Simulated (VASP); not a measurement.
A run of VASP 6.6.1:

Contents of INCAR:

```
SYSTEM = SnO2
  PREC = Accurate
  ENCUT = 600
  EDIFF = 1E-6
  ISMEAR = 0
  SIGMA = 0.02
  LREAL = .False.
  LASPH = .True.
  NELM = 100
  ALGO = Normal
  ISIF = 3
  LWAVE = .False.
  LCHARG = .False.
  GGA = PS
  IBRION = 2
  NSW = 100
  EDIFFG = -0.005
```

The input KPOINTS:

```
regular mesh
0
Gamma
  6 6 10
  0 0 0
```

File POSCAR:

```
SnO2
1.0
    4.8069719400      0.0000000000      0.0000000000
    0.0000000000      4.8069719400      0.0000000000
    0.0000000000      0.0000000000      3.0957142200
Sn O
2 4
Direct
    0.0000000000      0.0000000000      0.0000000000
    0.5000000000      0.5000000000      0.5000000000
    0.3049600000      0.3049600000      0.0000000000
    0.1950400000      0.8049600000      0.5000000000
    0.6950400000      0.6950400000      0.0000000000
    0.8049600000      0.1950400000      0.5000000000
```

Potentials or basis: VASP PAW PBE potentials, release 64 (Sn_d, O).

Launch:

```sh
$ cat potpaw_PBE.64/Sn_d/POTCAR potpaw_PBE.64/O/POTCAR > POTCAR
$ mpirun -np 1 vasp_std > vasp.out
```

Hardware: 1 thread of Intel(R) Xeon(R) Platinum 8488C (Sapphire Rapids), with other jobs on the host.

**Question.** Estimate the wall time of this run.

**Answer.** Run time: 6.2 min on 1 thread of Intel(R) Xeon(R) Platinum 8488C (Sapphire Rapids), on a shared host, peak memory 0.29 GiB. Counts: scf iterations 46, k points 60, ion steps 5.
